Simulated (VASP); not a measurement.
Here is a VASP 6.6.1 calculation.

POSCAR

```
SiC
1.0
    0.0000000000      2.2325036536      2.1419434071
    2.2325036536      0.0000000000      2.1419434071
    2.2325036536      2.2325036536      0.0000000000
Si C
1 1
Direct
    0.0000000000      0.0000000000      0.0000000000
    0.2500000000      0.2500000000      0.2500000000
```

File INCAR.step1:

```
PREC     = Accurate       # precision mode
ENCUT    = 520            # plane-wave cutoff, eV
EDIFF    = 1E-5           # SCF threshold, eV
ISMEAR   = 0              # smearing method
SIGMA    = 0.01           # smearing width, eV
LREAL    = False          # projectors in reciprocal space
LASPH    = True           # aspherical terms in the spheres
NELM     = 80             # most SCF steps
ALGO     = Normal         # electronic algorithm
ISIF     = 2              # what is computed and relaxed
LWAVE    = True           # write WAVECAR
LCHARG   = False          # write CHGCAR
NBANDS   = 11             # bands
GGA      = PE             # functional
```

INCAR.step2

```
PREC     = Accurate       # precision mode
ENCUT    = 520            # plane-wave cutoff, eV
EDIFF    = 1E-6           # SCF threshold, eV
ISMEAR   = 0              # smearing method
SIGMA    = 0.01           # smearing width, eV
LREAL    = False          # projectors in reciprocal space
LASPH    = True           # aspherical terms in the spheres
NELM     = 80             # most SCF steps
ALGO     = Normal         # electronic algorithm
ISIF     = 2              # what is computed and relaxed
LWAVE    = False          # write WAVECAR
LCHARG   = False          # write CHGCAR
GGA      = PE             # functional
LHFCALC  = True           # exact exchange
HFSCREEN = 0.2079         # screening, 1/A
PRECFOCK = Normal       
NBANDS   = 11             # bands
ISTART   = 1
```

Contents of KPOINTS:

```
Automatic mesh
0
Gamma
  8 8 8
```

Potentials or basis: VASP PAW PBE potentials, release 64 (Si, C).

Run with:

```bash
$ cat potpaw_PBE.64/Si/POTCAR potpaw_PBE.64/C/POTCAR > POTCAR
$ cp INCAR.step1 INCAR
$ mpirun -np 1 vasp_std > vasp.out
$ cp INCAR.step2 INCAR
$ mpirun -np 1 vasp_std > vasp.out
```

(1) Estimate the pressure.

(2) Estimate the band gap on the k mesh.

## Answers

(1) -8.6 GPa.

(2) 1.82 eV (least direct gap 5.63 eV).

Caveat: the cell differs from its parent crystal (epitaxial xy strain +2.5%); the cell stands under tension; the PAW data sets were made with another functional, which shifts forces and pressure a little.
